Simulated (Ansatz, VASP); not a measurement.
## One calculation of PbS, two programs

```
CELL_PARAMETERS angstrom
4.98300 0.00000 0.00000
-2.49150 4.31541 0.00000
0.00000 0.00000 8.49656
ATOMIC_POSITIONS crystal
Pb 0.15856 0.84144 0.66667
Pb 0.15856 0.31711 0.33333
Pb 0.68289 0.84144 0.00000
S 0.83468 0.16532 0.66667
S 0.83468 0.66935 0.33333
S 0.33065 0.16532 0.00000
```

Alike in both runs: functional PBE; k mesh 12 × 12 × 4; occupations gaussian, width 0.01 eV; no spin polarisation.

Ansatz relaxed the structure, and its values are those at the end. VASP's run is a single point on that final structure, the one shown.

|  | VASP | Ansatz |
| --- | --- | --- |
| version | VASP 6.6.1 | Ansatz 0.2.0 |
| potentials or method | VASP PAW PBE potentials, release 64 (Pb_d, S), cutoff 520 eV | scalar-relativistic, plane waves, PAW |
| valence electrons in the cell | 60 | 60 |

|  | VASP | Ansatz | Ansatz less VASP |
| --- | --- | --- | --- |
| gap on the k mesh at the Fermi level (eV) | 0.24 | 0.24 | -0.003 |
| least direct gap on the mesh (eV) | 0.37 | 0.36 | -0.003 |
| pressure (GPa) | -0.1 | 0.0 | +0.06 |

Neither program's run includes spin-orbit coupling.
